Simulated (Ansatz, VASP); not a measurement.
Sb in VASP and in Ansatz

```
CELL_PARAMETERS angstrom
0.00000 2.34396 2.34396
2.34396 0.00000 2.34396
2.34396 2.34396 0.00000
ATOMIC_POSITIONS crystal
Sb 0.00000 0.00000 0.00000
```

Alike in both runs: functional LDA; k mesh 15 × 15 × 15; occupations fermi-dirac, width 0.1 eV; no spin polarisation.

Ansatz relaxed the structure, and its values are those at the end. VASP's run is a single point on that final structure, the one shown.

|  | VASP | Ansatz |
| --- | --- | --- |
| version | VASP 6.6.1 | Ansatz 0.2.0 |
| potentials or method | VASP PAW LDA potentials, release 64 (Sb) | PAW with Ansatz's default frozen-core files, scalar-relativistic |
| plane-wave cutoff (eV) | 520 | 420 |
| valence electrons in the cell | 5 | 15 |

```tsv
	VASP	Ansatz	Ansatz less VASP
pressure (GPa)	0.1	0.0	-0.11
```

LDA's correlation is that of Perdew and Zunger in VASP and of Perdew and Wang (1992) in Ansatz. VASP's potentials hold 5 valence electrons a cell and Ansatz's 15, so a difference there can come from the potentials and not from the codes.

Spin-orbit coupling is off throughout.
